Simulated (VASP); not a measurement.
# Cs (P6_3/mmc) in VASP: a series of runs

Cs is run at these levels: PBEsol; tasks: single point.

Program: VASP 6.6.1. These are calculated values, not measurements. Logs are shortened: lines on timing, memory, paths and dates and some standing lists are left out, and cuts for length are marked.

### Step 1. The cell of the first run

It takes space group P6_3/mmc (No. 194, hexagonal). The conventional cell has a = 4.843 Å, b = 4.843 Å, c = 7.892 Å, α = 90.00°, β = 90.00°, γ = 120.00°.

### Step 2. Single point, PBEsol

INCAR reads:

```
PREC = Accurate
ENCUT = 520
EDIFF = 1E-6
ISMEAR = -1
SIGMA = 0.05
LREAL = F
LASPH = T
NELM = 80
ALGO = Normal
ISIF = 2
LWAVE = F
LCHARG = F
GGA = PS
NBANDS = 16
```

KPOINTS reads:

```
regular mesh
0
Gamma
  9 9 5
```

POSCAR reads:

```
Cs
1.0
    4.8432005243      0.0000000000      0.0000000000
   -2.4216002622      4.1943346897      0.0000000000
    0.0000000000      0.0000000000      7.8915728695
Cs
2
Direct
    0.3333333333      0.6666666667      0.2500000000
    0.6666666667      0.3333333333      0.7500000000
```

Potentials or basis: VASP PAW PBE potentials, release 64 (Cs_sv).

On the command line:

```bash
$ cat potpaw_PBE.64/Cs_sv/POTCAR > POTCAR
$ mpirun -np 1 vasp_std > vasp.out
```

OUTCAR:

```text
PREC = Accurate
   ENCUT = 520
   EDIFF = 1E-6
   ISMEAR = -1
   LREAL = F
   LASPH = T
   NELM = 80
   ISIF = 2
   GGA = PS

 ion  position               nearest neighbor table
   1  0.333  0.667  0.250-
   2  0.667  0.333  0.750-

  LATTYP: Found a hexagonal cell.
 ALAT       =     4.8432005243
 C/A-ratio  =     1.6294127881

  Lattice vectors:

 A1 = (   4.8432005243,   0.0000000000,   0.0000000000)
 A2 = (  -2.4216002622,   4.1943346897,   0.0000000000)
 A3 = (   0.0000000000,   0.0000000000,   7.8915728695)

Analysis of symmetry for initial positions (statically):
=====================================================================
 Subroutine PRICEL returns:
 Original cell was already a primitive cell.

 Routine SETGRP: Setting up the symmetry group for a
 hexagonal supercell.

 Subroutine GETGRP returns: Found 24 space group operations
 (whereof 12 operations were pure point group operations)
 out of a pool of 24 trial point group operations.

The static configuration has the point symmetry D_3d.
 The point group associated with its full space group is D_6h.

Analysis of symmetry for dynamics (positions and initial velocities):
=====================================================================
 Subroutine PRICEL returns:
 Original cell was already a primitive cell.

 Routine SETGRP: Setting up the symmetry group for a
 hexagonal supercell.

 Subroutine GETGRP returns: Found 24 space group operations
 (whereof 12 operations were pure point group operations)
 out of a pool of 24 trial point group operations.

The dynamic configuration has the point symmetry D_3d.
 The point group associated with its full space group is D_6h.

 Subroutine INISYM returns: Found 24 space group operations
 (whereof 12 operations are pure point group operations),
 and found     1 'primitive' translations

----------------------------------------------------------------------------------------

                                     Primitive cell

  volume of cell :     160.3094

  direct lattice vectors                    reciprocal lattice vectors
     4.843200524  0.000000000  0.000000000     0.206475035  0.119208417  0.000000000
    -2.421600262  4.194334690  0.000000000     0.000000000  0.238416835  0.000000000
     0.000000000  0.000000000  7.891572870     0.000000000  0.000000000  0.126717451

  length of vectors
     4.843200524  4.843200524  7.891572870     0.238416835  0.238416835  0.126717451

  position of ions in fractional coordinates (direct lattice)
     0.333333333  0.666666667  0.250000000
     0.666666667  0.333333333  0.750000000

  ion indices of the primitive-cell ions
   primitive index   ion index
                 1           1
                 2           2

----------------------------------------------------------------------------------------

 KPOINTS: regular mesh

Automatic generation of k-mesh.
 Grid dimensions read from file:
 generate k-points for:    9    9    5

 Generating k-lattice:

  Cartesian coordinates                     Fractional coordinates (reciprocal lattice)
     0.022941671  0.013245380  0.000000000     0.111111111  0.000000000  0.000000000
     0.000000000  0.026490759  0.000000000     0.000000000  0.111111111  0.000000000
     0.000000000  0.000000000  0.025343490     0.000000000  0.000000000  0.200000000

  Length of vectors
     0.026490759  0.026490759  0.025343490

  Shift w.r.t. Gamma in fractional coordinates (k-lattice)
     0.000000000  0.000000000  0.000000000

 Subroutine IBZKPT returns following result:
 ===========================================

 Found     36 irreducible k-points:

 Following reciprocal coordinates:
            Coordinates               Weight
  0.000000  0.000000  0.000000      1.000000
  0.111111  0.000000  0.000000      6.000000
  0.222222  0.000000  0.000000      6.000000
  0.333333  0.000000  0.000000      6.000000
  0.444444  0.000000  0.000000      6.000000
  0.111111  0.111111  0.000000      6.000000
[... 16 lines left out ...]
  0.333333  0.222222  0.200000     24.000000
  0.333333  0.333333  0.200000      4.000000
 [... further k-points ...]
   k-points           NKPTS =     36   k-points in BZ     NKDIM =     36   number of bands    NBANDS=     16
   number of dos      NEDOS =    301   number of ions     NIONS =      2
   total plane-waves  NPLWV =  77760
   dimension x,y,z NGX =    36 NGY =   36 NGZ =   60
   dimension x,y,z NGXF=    72 NGYF=   72 NGZF=  120
   ions per type =               2
   NGX,Y,Z   is equivalent  to a cutoff of  12.36, 12.36, 12.64 a.u.
   NGXF,Y,Z  is equivalent  to a cutoff of  24.71, 24.71, 25.28 a.u.
 SYSTEM =  unknown system
   PREC   = accura    normal or accurate (medium, high low for compatibility)
   ISTART =      0    job   : 0-new  1-cont  2-samecut
   ICHARG =      2    charge: 1-file 2-atom 10-const
   ISPIN  =      1    spin polarized calculation?
   LNONCOLLINEAR =      F non collinear calculations
   LSORBIT =      F    spin-orbit coupling
   LASPH  =      T    aspherical Exc in radial PAW
   ENCUT  =  520.0 eV  38.22 Ry    6.18 a.u.   9.01  9.01 14.67*2*pi/ulx,y,z
   NELM   =     80;   NELMIN=  2; NELMDL= -5     # of ELM steps
   EDIFF  = 0.1E-05   stopping-criterion for ELM
   LREAL  =      F    real-space projection
   EDIFFG = 0.1E-04   stopping-criterion for IOM
   NSW    =      0    number of steps for IOM
   IBRION =     -1    ionic relax: 0-MD 1-quasi-New 2-CG
   NFREE  =      0    steps in history (QN), initial steepest desc. (CG)
   ISIF   =      2    stress and relaxation
   ISYM   =      2    0-nonsym 1-usesym 2-fastsym
   POTIM  = 0.5000    time-step for ionic-motion
   TEBEG  =    0.0;   TEEND  =   0.0 temperature during run
   PSTRESS=    0.0 pullay stress
   NELECT =      18.0000    total number of electrons
   NUPDOWN=      -1.0000    fix difference up-down
   EMIN   =  10.00;   EMAX   =-10.00  energy-range for DOS
   EFERMI =   0.00;   METHOD = LEGACY
   ISMEAR =    -1;   SIGMA  =   0.05  broadening in eV -4-tet -1-fermi 0-gaus
   EFERMI_NEDOS =   21; number of points for ismear=-14 and -15
   IALGO  =     38    algorithm
   IMIX   =      4    mixing-type and parameters
     AMIX     =   0.40;   BMIX     =  1.00
     AMIX_MAG =   1.60;   BMIX_MAG =  1.00
  volume/ion in A,a.u.               =      80.15       540.91
  Fermi-wavevector in a.u.,A,eV,Ry     =   0.789792  1.492490  8.486921  0.623771
  Thomas-Fermi vector in A             =   1.895004
   LORBIT       =      0    0 simple, 1 ext, 2 COOP (PROOUT), +10 PAW based schemes
   GGA     = PS    functional components
   LHFCALC =     F    Hartree Fock is set to
   AEXX    =    0.0000 exact exchange contribution
   IVDW    =     0    specifies the selected vdW correction
   LEPSILON=     F    determine dielectric tensor
   LRPA    =     F    only Hartree local field effects (RPA)
 non-spin polarized calculation
  energy-cutoff  :      520.00
  volume of cell :      160.31
 maximum number of plane-waves:      4353
 NGX is ok and might be reduce to    36
   NGX = 17   NGY = 17   NGZ = 29

 number of electron      17.9999997 magnetization

 Free energy of the ion-electron system (eV)
  ---------------------------------------------------
  ext. energy  EPLUGINS =         0.00000000
  ---------------------------------------------------
  free energy    TOTEN  =        -1.75255218 eV

  energy without entropy =       -1.73284959  energy(sigma->0) =       -1.74270089

 E-fermi :   1.4104     XC(G=0):  -6.5143

 val. band max:        1.3974516857   @ k =   0.1111   0.0000   0.0000
 cond. band min:       1.4301048798   @ k =   0.4444   0.1111   0.2000
 fundamental gap:      0.0326531941
 Fermi energy:         1.4103683400

 k-point     1 :       0.0000    0.0000    0.0000
  band No.  band energies     occupation
      1     -22.2735      2.00000
      2     -22.2409      2.00000
      3      -9.3224      2.00000
      4      -8.9390      2.00000
      5      -8.9390      2.00000
      6      -8.8822      2.00000
[... 8 lines left out ...]
     15       4.4180      0.00000
     16       4.4180      0.00000

 k-point     2 :       0.1111    0.0000    0.0000
  band No.  band energies     occupation
      1     -22.2702      2.00000
      2     -22.2393      2.00000
      3      -9.3051      2.00000
      4      -8.9798      2.00000
      5      -8.9516      2.00000
      6      -8.9248      2.00000
[... 8 lines left out ...]
     15       4.3114      0.00000
     16       4.5505      0.00000

 k-point     3 :       0.2222    0.0000    0.0000
  band No.  band energies     occupation
      1     -22.2614      2.00000
      2     -22.2355      2.00000
      3      -9.2573      2.00000
      4      -9.0829      2.00000
      5      -9.0265      2.00000
      6      -8.9819      2.00000
[... 8 lines left out ...]
     15       4.3253      0.00000
     16       4.6116      0.00000

 k-point     4 :       0.3333    0.0000    0.0000
  band No.  band energies     occupation
      1     -22.2507      2.00000
      2     -22.2319      2.00000
      3      -9.1986      2.00000
      4      -9.1919      2.00000
      5      -9.1335      2.00000
      6      -9.0144      2.00000
[... 8 lines left out ...]
     15       4.0301      0.00000
     16       5.2671      0.00000
[... 324 lines left out ...]
 k-point    22 :       0.2222    0.2222    0.2000
  band No.  band energies     occupation
      1     -22.2440      2.00000
      2     -22.2322      2.00000
      3      -9.2199      2.00000
      4      -9.1996      2.00000
      5      -9.0869      2.00000
      6      -9.0612      2.00000
[... 8 lines left out ...]
     15       3.6202      0.00000
     16       5.1303      0.00000

 k-point    23 :       0.3333    0.2222    0.2000
  band No.  band energies     occupation
      1     -22.2375      2.00000
      2     -22.2316      2.00000
      3      -9.2436      2.00000
      4      -9.2040      2.00000
      5      -9.1228      2.00000
      6      -9.0554      2.00000
[... 8 lines left out ...]
     15       3.9385      0.00000
     16       5.3919      0.00000

 k-point    24 :       0.3333    0.3333    0.2000
  band No.  band energies     occupation
      1     -22.2333      2.00000
      2     -22.2333      2.00000
      3      -9.1983      2.00000
      4      -9.1864      2.00000
      5      -9.1864      2.00000
      6      -9.0882      2.00000
[... 8 lines left out ...]
     15       4.0679      0.00000
     16       5.5662      0.00000

 [... further k-points ...]

------------------------ aborting loop because EDIFF is reached ----------------------------------------

  FORCE on cell =-STRESS in cart. coord.  units (eV):
  Direction    XX          YY          ZZ          XY          YZ          ZX
  --------------------------------------------------------------------------------------
  -------------------------------------------------------------------------------------
  Total        0.9842279      0.9842279      0.9966006     -0.0000000     -0.0000000     -0.0000000
  in kB        9.8366489      9.8366489      9.9603043     -0.0000000     -0.0000000     -0.0000000
  external PRESSURE =       9.8778674 kB  Pullay stress =       0.0000000 kB

 VOLUME and BASIS-vectors are now :
 -----------------------------------------------------------------------------
  energy-cutoff  :      520.00
  volume of cell :      160.31
      direct lattice vectors                 reciprocal lattice vectors
     4.843200524  0.000000000  0.000000000     0.206475035  0.119208417  0.000000000
    -2.421600262  4.194334690  0.000000000     0.000000000  0.238416835  0.000000000
     0.000000000  0.000000000  7.891572870     0.000000000  0.000000000  0.126717451

 POSITION                                       TOTAL-FORCE (eV/Angst)
 -----------------------------------------------------------------------------------
     -0.00000      2.79622      1.97289        -0.000000      0.000000      0.000000
      2.42160      1.39811      5.91868         0.000000     -0.000000      0.000000
 -----------------------------------------------------------------------------------
    total drift:                               -0.000000      0.000000     -0.000000

  FREE ENERGIE OF THE ION-ELECTRON SYSTEM (eV)
  ---------------------------------------------------
  free  energy   TOTEN  =        -1.7525521832 eV

  energy  without entropy=       -1.7328495882  energy(sigma->0) =       -1.74270089
```

Wall time 26 s (1 thread of AMD EPYC 9R45 (Zen 5), shared host); peak memory 0.25 GiB.

Results:

```
Free energy            : -1.7526 eV
Pressure               : 1.0 GPa
Band gap on the k mesh : zero (band 9 reaches 2.19 eV, above the bottom of band 10 at 0.54 eV)
```

Caveat: the PAW data sets were made with another functional, which shifts forces and pressure a little; spin-orbit coupling is left out, which moves the levels of the heavy elements.

[end of part 1 of 2]
